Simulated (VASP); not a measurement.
# TiO2 (I-42d) in VASP: relaxation of cell and atoms with LDA

Aim: the relaxation of cell and atoms of TiO2 with LDA.

All numbers are computed with VASP 6.6.1; they aren't measurements. Logs are shortened: lines on timing, memory, paths and dates and some standing lists are left out, and cuts for length are marked.

## Step 1: The cell of the first run

It takes space group I-42d (No. 122, tetragonal). Conventional cell: a = 5.845 Å, b = 5.845 Å, c = 8.279 Å, α = 90.00°, β = 90.00°, γ = 90.00°. Within 2.4 Å of Ti (site symmetry -4) lie 4 O at 1.79 Å. O (site symmetry 2) has 2 Ti at 1.79 Å within 2.4 Å.

## Step 2: Relaxation of cell and atoms, LDA

Contents of INCAR:

```
PREC     = Accurate       # precision mode
ENCUT    = 600            # plane-wave cutoff, eV
EDIFF    = 1E-7           # SCF threshold, eV
ISMEAR   = 0              # smearing method
SIGMA    = 0.02           # smearing width, eV
LREAL    = False          # projectors in reciprocal space
LASPH    = True           # aspherical terms in the spheres
NELM     = 60             # most SCF steps
ALGO     = Normal         # electronic algorithm
ISIF     = 3              # what is computed and relaxed
LWAVE    = False          # write WAVECAR
LCHARG   = False          # write CHGCAR
IBRION   = 2              # ionic algorithm
NSW      = 80             # ionic steps
EDIFFG   = -0.01          # ionic threshold
```

Contents of KPOINTS:

```
regular mesh
0
Gamma
  6 6 6
```

Contents of POSCAR:

```
TiO2
1.0
   -2.9224161140      2.9224161140      4.1393619657
    2.9224161140     -2.9224161140      4.1393619657
    2.9224161140      2.9224161140     -4.1393619657
Ti O
2 4
Direct
    0.0000000000      0.0000000000      0.0000000000
    0.7500000000      0.2500000000      0.5000000000
    0.3750000000      0.1239629948      0.2489629948
    0.8739629948      0.6250000000      0.7489629948
    0.8760370052      0.1250000000      0.2510370052
    0.8750000000      0.1260370052      0.7510370052
```

Potentials or basis: VASP PAW LDA potentials, release 64 (Ti_sv, O).

Launch:

```sh
$ cat potpaw_LDA.64/Ti_sv/POTCAR potpaw_LDA.64/O/POTCAR > POTCAR
$ mpirun -np 1 vasp_std > vasp.out
```

OUTCAR:

```text
PREC = Accurate
   ENCUT = 600
   EDIFF = 1E-7
   ISMEAR = 0
   LREAL = False
   LASPH = True
   NELM = 60
   ISIF = 3
   IBRION = 2
   NSW = 80
   EDIFFG = -0.01

 ion  position               nearest neighbor table
   1  0.000  0.000  0.000-   5 1.79   4 1.79   3 1.79   6 1.79
   2  0.750  0.250  0.500-   6 1.79   4 1.79   5 1.79   3 1.79
   3  0.375  0.124  0.249-   1 1.79   2 1.79
   4  0.874  0.625  0.749-   1 1.79   2 1.79
   5  0.876  0.125  0.251-   1 1.79   2 1.79
   6  0.875  0.126  0.751-   2 1.79   1 1.79

  LATTYP: Found a body centered tetragonal cell.
 ALAT       =     5.8448322280
 C/A-ratio  =     1.4164177188

  Lattice vectors:

 A1 = (  -2.9224161140,   2.9224161140,   4.1393619657)
 A2 = (   2.9224161140,  -2.9224161140,   4.1393619657)
 A3 = (   2.9224161140,   2.9224161140,  -4.1393619657)

Analysis of symmetry for initial positions (statically):
=====================================================================
 Subroutine PRICEL returns:
 Original cell was already a primitive cell.

 Routine SETGRP: Setting up the symmetry group for a
 body centered tetragonal supercell.

 Subroutine GETGRP returns: Found  8 space group operations
 (whereof  4 operations were pure point group operations)
 out of a pool of 16 trial point group operations.

The static configuration has the point symmetry S_4 .
 The point group associated with its full space group is D_2d.

Analysis of symmetry for dynamics (positions and initial velocities):
=====================================================================
 Subroutine PRICEL returns:
 Original cell was already a primitive cell.

 Routine SETGRP: Setting up the symmetry group for a
 body centered tetragonal supercell.

 Subroutine GETGRP returns: Found  8 space group operations
 (whereof  4 operations were pure point group operations)
 out of a pool of 16 trial point group operations.

The dynamic configuration has the point symmetry S_4 .
 The point group associated with its full space group is D_2d.

 Subroutine INISYM returns: Found  8 space group operations
 (whereof  4 operations are pure point group operations),
 and found     1 'primitive' translations

----------------------------------------------------------------------------------------

                                     Primitive cell

  volume of cell :     141.4091

  direct lattice vectors                    reciprocal lattice vectors
    -2.922416114  2.922416114  4.139361966     0.000000000  0.171091310  0.120791563
     2.922416114 -2.922416114  4.139361966     0.171091310  0.000000000  0.120791563
     2.922416114  2.922416114 -4.139361966     0.171091310  0.171091310  0.000000000

  length of vectors
     5.849388803  5.849388803  5.849388803     0.209434567  0.209434567  0.241959650

  position of ions in fractional coordinates (direct lattice)
     0.000000000  0.000000000  0.000000000
     0.750000000  0.250000000  0.500000000
     0.375000000  0.123962995  0.248962995
     0.873962995  0.625000000  0.748962995
     0.876037005  0.125000000  0.251037005
     0.875000000  0.126037005  0.751037005

  ion indices of the primitive-cell ions
   primitive index   ion index
                 1           1
                 2           2
                 3           3
                 4           4
                 5           5
                 6           6

----------------------------------------------------------------------------------------

 KPOINTS: regular mesh

Automatic generation of k-mesh.
 Grid dimensions read from file:
 generate k-points for:    6    6    6

 Generating k-lattice:

  Cartesian coordinates                     Fractional coordinates (reciprocal lattice)
     0.000000000  0.028515218  0.020131927     0.166666667  0.000000000 -0.000000000
     0.028515218  0.000000000  0.020131927     0.000000000  0.166666667 -0.000000000
     0.028515218  0.028515218  0.000000000     0.000000000  0.000000000  0.166666667

  Length of vectors
     0.034905761  0.034905761  0.040326608

  Shift w.r.t. Gamma in fractional coordinates (k-lattice)
     0.000000000  0.000000000  0.000000000

 Subroutine IBZKPT returns following result:
 ===========================================

 Found     30 irreducible k-points:

 Following reciprocal coordinates:
            Coordinates               Weight
  0.000000  0.000000  0.000000      1.000000
  0.166667  0.000000 -0.000000      8.000000
  0.333333 -0.000000  0.000000      8.000000
  0.500000  0.000000  0.000000      4.000000
  0.166667  0.166667 -0.000000      8.000000
  0.333333  0.166667  0.000000     16.000000
[... 16 lines left out ...]
 -0.333333 -0.333333  0.166667      8.000000
 -0.166667 -0.333333  0.166667      8.000000
 [... further k-points ...]
   k-points           NKPTS =     30   k-points in BZ     NKDIM =     30   number of bands    NBANDS=     28
   number of dos      NEDOS =    301   number of ions     NIONS =      6
   total plane-waves  NPLWV = 110592
   dimension x,y,z NGX =    48 NGY =   48 NGZ =   48
   dimension x,y,z NGXF=    96 NGYF=   96 NGZF=   96
   ions per type =               2   4
   NGX,Y,Z   is equivalent  to a cutoff of  13.64, 13.64, 13.64 a.u.
   NGXF,Y,Z  is equivalent  to a cutoff of  27.28, 27.28, 27.28 a.u.
 SYSTEM =  unknown system
   PREC   = accura    normal or accurate (medium, high low for compatibility)
   ISTART =      0    job   : 0-new  1-cont  2-samecut
   ICHARG =      2    charge: 1-file 2-atom 10-const
   ISPIN  =      1    spin polarized calculation?
   LNONCOLLINEAR =      F non collinear calculations
   LSORBIT =      F    spin-orbit coupling
   LASPH  =      T    aspherical Exc in radial PAW
   ENCUT  =  600.0 eV  44.10 Ry    6.64 a.u.  11.68 11.68 11.68*2*pi/ulx,y,z
   NELM   =     60;   NELMIN=  2; NELMDL= -5     # of ELM steps
   EDIFF  = 0.1E-06   stopping-criterion for ELM
   LREAL  =      F    real-space projection
   EDIFFG = -.1E-01   stopping-criterion for IOM
   NSW    =     80    number of steps for IOM
   IBRION =      2    ionic relax: 0-MD 1-quasi-New 2-CG
   NFREE  =      1    steps in history (QN), initial steepest desc. (CG)
   ISIF   =      3    stress and relaxation
   ISYM   =      2    0-nonsym 1-usesym 2-fastsym
   POTIM  = 0.5000    time-step for ionic-motion
   TEBEG  =    0.0;   TEEND  =   0.0 temperature during run
   PSTRESS=    0.0 pullay stress
   NELECT =      48.0000    total number of electrons
   NUPDOWN=      -1.0000    fix difference up-down
   EMIN   =  10.00;   EMAX   =-10.00  energy-range for DOS
   EFERMI =   0.00;   METHOD = LEGACY
   ISMEAR =     0;   SIGMA  =   0.02  broadening in eV -4-tet -1-fermi 0-gaus
   EFERMI_NEDOS =   21; number of points for ismear=-14 and -15
   IALGO  =     38    algorithm
   IMIX   =      4    mixing-type and parameters
     AMIX     =   0.40;   BMIX     =  1.00
     AMIX_MAG =   1.60;   BMIX_MAG =  1.00
  volume/ion in A,a.u.               =      23.57       159.05
  Fermi-wavevector in a.u.,A,eV,Ry     =   1.141991  2.158050 17.743954  1.304144
  Thomas-Fermi vector in A             =   2.278690
   LORBIT       =      0    0 simple, 1 ext, 2 COOP (PROOUT), +10 PAW based schemes
   GGA     = CA    functional components
   LHFCALC =     F    Hartree Fock is set to
   AEXX    =    0.0000 exact exchange contribution
   IVDW    =     0    specifies the selected vdW correction
   LEPSILON=     F    determine dielectric tensor
   LRPA    =     F    only Hartree local field effects (RPA)
 conjugate gradient relaxation of ions
 non-spin polarized calculation
 Gauss-broadening in eV      SIGMA  =   0.02
  energy-cutoff  :      600.00
  volume of cell :      141.41
 maximum number of plane-waves:      4742
   NGX = 23   NGY = 23   NGZ = 23

--------------------------------------- Ionic step        1  -------------------------------------------

 number of electron      47.9999992 magnetization

 Free energy of the ion-electron system (eV)
  ---------------------------------------------------
  ext. energy  EPLUGINS =         0.00000000
  ---------------------------------------------------
  free energy    TOTEN  =       -57.55286846 eV

  energy without entropy =      -57.55286846  energy(sigma->0) =      -57.55286846

------------------------ aborting loop because EDIFF is reached ----------------------------------------

  FORCE on cell =-STRESS in cart. coord.  units (eV):
  Direction    XX          YY          ZZ          XY          YZ          ZX
  --------------------------------------------------------------------------------------
  -------------------------------------------------------------------------------------
  Total        0.5756236      0.5756236      0.5440501      0.0000000      0.0000000      0.0000000
  in kB        6.5218626      6.5218626      6.1641323      0.0000000      0.0000000      0.0000000
  external PRESSURE =       6.4026191 kB  Pullay stress =       0.0000000 kB
[... 65 lines left out ...]
  energy  without entropy=      -57.5523778461  energy(sigma->0) =      -57.55237785

--------------------------------------- Ionic step        3  -------------------------------------------

 number of electron      47.9999993 magnetization

 Free energy of the ion-electron system (eV)
  ---------------------------------------------------
  ext. energy  EPLUGINS =         0.00000000
  ---------------------------------------------------
  free energy    TOTEN  =       -57.55467855 eV

  energy without entropy =      -57.55467855  energy(sigma->0) =      -57.55467855

 E-fermi :  -2.5419     XC(G=0):  -7.0854

 val. band max:       -2.6905274403   @ k =   0.5000   0.0000   0.0000
 cond. band min:       0.6237054967   @ k =   0.0000   0.0000   0.0000
 fundamental gap:      3.3142329370
 Fermi energy:        -2.5419369860

 k-point     1 :       0.0000    0.0000    0.0000
  band No.  band energies     occupation
      1     -57.2415      2.00000
      2     -57.2304      2.00000
      3     -34.0834      2.00000
      4     -34.0831      2.00000
      5     -34.0831      2.00000
      6     -33.9623      2.00000
[... 733 lines left out ...]
     27       1.8482      0.00000
     28       2.2837      0.00000

 [... further k-points ...]
[... 5 lines left out ...]
  --------------------------------------------------------------------------------------
  -------------------------------------------------------------------------------------
  Total       -0.0011610     -0.0011610     -0.0316530      0.0000000      0.0000000      0.0000000
  in kB       -0.0130700     -0.0130700     -0.3563407      0.0000000      0.0000000      0.0000000
  external PRESSURE =      -0.1274936 kB  Pullay stress =       0.0000000 kB
[... 21 lines left out ...]
  FREE ENERGIE OF THE ION-ELECTRON SYSTEM (eV)
  ---------------------------------------------------
  free  energy   TOTEN  =       -57.5546785546 eV

  energy  without entropy=      -57.5546785546  energy(sigma->0) =      -57.55467855

 reached required accuracy - stopping structural energy minimisation
```

Run time: 8.5 min. Hardware: 1 thread of Intel Xeon 8259CL, shared host; peak memory 0.34 GiB.

Results:

```
Free energy                           : -57.5547 eV
Relaxed volume                        : 23.72 Å³/atom
Relaxed cell                          : a = 5.862 Å, b = 5.862 Å, c = 5.862 Å, α = 120.05°, β = 120.05°, γ = 89.92°
Space group after relaxing (to 0.1 Å) : Fd-3m (No. 227)
Energy gained by relaxing             : 0.3 meV/atom
Ionic steps                           : 3
Pressure after relaxing               : 0.0 GPa
Band gap on the k mesh                : 3.31 eV
```

The path:
| step | energy change (eV) | largest force (eV/Å) | pressure (GPa) | volume (Å³) |
| --- | --- | --- | --- | --- |
| 1 | 0.0000 | 0.0007 | 0.64 | 141.41 |
| 2 | 0.0005 | 0.0011 | -0.72 | 143.35 |
| 3 | -0.0018 | 0.0002 | -0.01 | 142.32 |

Final structure:
```xyz
6
Lattice="-2.9288 2.9288 4.1479 2.9288 -2.9288 4.1479 2.9288 2.9288 -4.1479" Properties=species:S:1:pos:R:3 pbc="T T T"
Ti    0.0000    0.0000    0.0000
Ti    0.0000    2.9288    2.0739
O    -0.0061    1.4644    1.0370
O     1.4644    2.9227    3.1109
O    -1.4644    2.9349    3.1109
O     0.0061    4.3932    1.0370
```

Levels at points of the mesh, in eV from the valence-band top:
```tsv
k point	band 21	band 22	band 23	band 24	band 25	band 26	band 27	band 28
(0.00, 0.00, 0.00)	-1.29	0.00	0.00	0.00	3.31	3.31	4.32	4.33
(0.50, 0.00, 0.00)	-1.54	-0.68	-0.68	0.00	3.77	3.77	5.45	5.45
(0.50, 0.50, 0.00)	-1.48	-1.48	-0.38	-0.38	4.25	4.25	5.17	5.17
(0.50, 0.50, 0.50)	-1.48	-1.48	-0.38	-0.38	4.25	4.25	5.17	5.17
```

A k mesh can miss the band edges.
